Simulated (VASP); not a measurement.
Here is a VASP 6.6.1 calculation.

File POSCAR:

```
NaI
1.0
    0.0000000000      3.2296282834      3.2296282834
    3.2296282834      0.0000000000      3.2296282834
    3.2296282834      3.2296282834      0.0000000000
Na I
1 1
Direct
    0.0000000000      0.0000000000      0.0000000000
    0.5000000000      0.5000000000      0.5000000000
```

INCAR.step1

```
SYSTEM = NaI
PREC = Accurate
ENCUT = 520
ISMEAR = 0
SIGMA = 0.01
LREAL = .FALSE.
LASPH = .TRUE.
NELM = 60
NBANDS = 14
GGA = PE
ALGO = Normal
EDIFF = 1E-4
LWAVE = .TRUE.
LCHARG = .FALSE.
```

Contents of INCAR.step2:

```
SYSTEM = NaI
PREC = Accurate
ENCUT = 520
EDIFF = 1E-7
ISMEAR = 0
SIGMA = 0.01
LREAL = .FALSE.
LASPH = .TRUE.
NELM = 60
ALGO = Normal
ISIF = 2
LWAVE = .FALSE.
LCHARG = .FALSE.
METAGGA = R2SCAN
LMIXTAU = .TRUE.
NBANDS = 14
ISTART = 1
```

KPOINTS

```
Automatic mesh
0
G
  4 4 4
  0 0 0
```

Potentials or basis: VASP PAW PBE potentials, release 64 (Na_pv, I).

The run is started by

```bash
$ cat potpaw_PBE.64/Na_pv/POTCAR potpaw_PBE.64/I/POTCAR > POTCAR
$ cp INCAR.step1 INCAR
$ mpirun -np 1 vasp_std > vasp.out
$ cp INCAR.step2 INCAR
$ mpirun -np 1 vasp_std > vasp.out
```

Predict the band gap on the k mesh.

4.46 eV, direct.

What does it give for the pressure?

0.0 GPa.

Caveat: the k points lie up to 0.42 Å⁻¹ apart; the PAW data sets were made with another functional, which shifts forces and pressure a little; spin-orbit coupling is left out, which moves the levels of the heavy elements. r2SCAN opens gaps a little over a GGA but as a rule still falls short of measured ones.
